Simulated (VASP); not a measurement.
Crystal: Nb.

```
CELL_PARAMETERS angstrom
-1.63603 1.63603 1.63603
1.63603 -1.63603 1.63603
1.63603 1.63603 -1.63603
ATOMIC_POSITIONS crystal
Nb 0.00000 0.00000 0.00000
```

Base run:

| Item | Value |
| --- | --- |
| Program | VASP 6.6.1 |
| Functional | PBE |
| Potentials or basis | VASP PAW PBE potentials, release 64 (Nb_sv) |
| Cutoff | 500 eV |
| k mesh | 13 × 13 × 13 |
| Occupations | fermi-dirac, width 0.05 eV |
| Spin | no spin polarisation |

Its results: pressure 5.4 GPa.

Task: The run is repeated on the same cell with these changes: functional from PBE to LDA; potentials or basis from VASP PAW PBE potentials, release 64 (Nb_sv) to VASP PAW LDA potentials, release 64 (Nb_sv). What comes out?

Result: Pressure -4.8 GPa.
